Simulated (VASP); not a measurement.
**LiCl: single point with r2SCAN**

The system is LiCl.

```xyz
2
Lattice="0.0000 2.5648 2.5648 2.5648 0.0000 2.5648 2.5648 2.5648 0.0000" Properties=species:S:1:pos:R:3 pbc="T T T"
Li    0.0000    0.0000    0.0000
Cl    2.5648    2.5648    2.5648
```

```yaml
Program: VASP 6.6.1
Task: single point
Functional: r2SCAN
Potentials_or_basis: VASP PAW PBE potentials, release 64 (Li_sv, Cl)
Cutoff: 520 eV
k_mesh: 8 × 8 × 8
Occupations: gaussian, width 0.05 eV
Spin: no spin polarisation
Dipole_correction: no
Further_INCAR_settings: ALGO = Normal; EDIFF = 1e-06; NBANDS = 12
```

```yaml
Band_gap_on_the_k_mesh: 7.30 eV, direct
```

Levels at points of the mesh, in eV from the valence-band top:
```csv
k point,band 2,band 3,band 4,band 5,band 6,band 7,band 8,band 9
"(0.00, 0.00, 0.00)",-13.98,0.00,0.00,0.00,7.30,12.66,12.66,12.66
"(0.50, 0.00, 0.00)",-13.40,-2.84,-0.27,-0.27,7.53,10.31,10.31,14.21
"(0.50, 0.50, 0.00)",-13.15,-2.93,-1.12,-1.12,8.77,8.93,13.57,15.42
```

Wall time 71 s on 1 thread of Intel(R) Xeon(R) Platinum 8488C (Sapphire Rapids), on a shared host, peak memory 0.15 GiB.

Caveat: the PAW data sets were made with another functional, which shifts forces and pressure a little. r2SCAN opens gaps a little over a GGA but as a rule still falls short of measured ones.
